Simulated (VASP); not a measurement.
Runs of VASP 6.6.1 on SnSe. The structure is that of space group Fm-3m (No. 225), or close to it. The cells are those of the table. 

| task | cell | cutoff (eV) | gap on the mesh (eV) | pressure (GPa) |
| --- | --- | --- | --- | --- |
| relaxation of cell and atoms | relaxed to 10 GPa from a = 4.071 Å, angles 60.0°, 2 atoms | 600 | 0.32 | 10.0 |
| single point | a = 4.286 Å, angles 60.0°, 2 atoms | 520 | 0.49 | 0.0 |
| single point | a = 4.351 Å, angles 60.0°, 2 atoms | 520 | 0.31 | (a) |
| single point | a = 4.232 Å, angles 60.0°, 2 atoms | 520 | 0.52 | (b) |
| single point | a = 4.077 Å, angles 60.0°, 2 atoms | 520 | 0.32 | 10.0 |

Alike in all rows: level PBE; potentials or basis VASP PAW PBE potentials, release 64 (Sn_d, Se); no spin polarisation; k mesh 10 × 10 × 10; smearing gaussian 0.02 eV.

Q: Fill in the values left out.

A: (a) -2.0; (b) 2.0.

Caveats: spin-orbit coupling is left out, which moves the levels of the heavy elements; the cell is relaxed towards a set pressure, so the run minimises the enthalpy, not the energy (at least some runs); the cell stands under pressure (at least some runs).

A k mesh can miss the band edges, and the runs leave out spin-orbit coupling on Se, Sn.
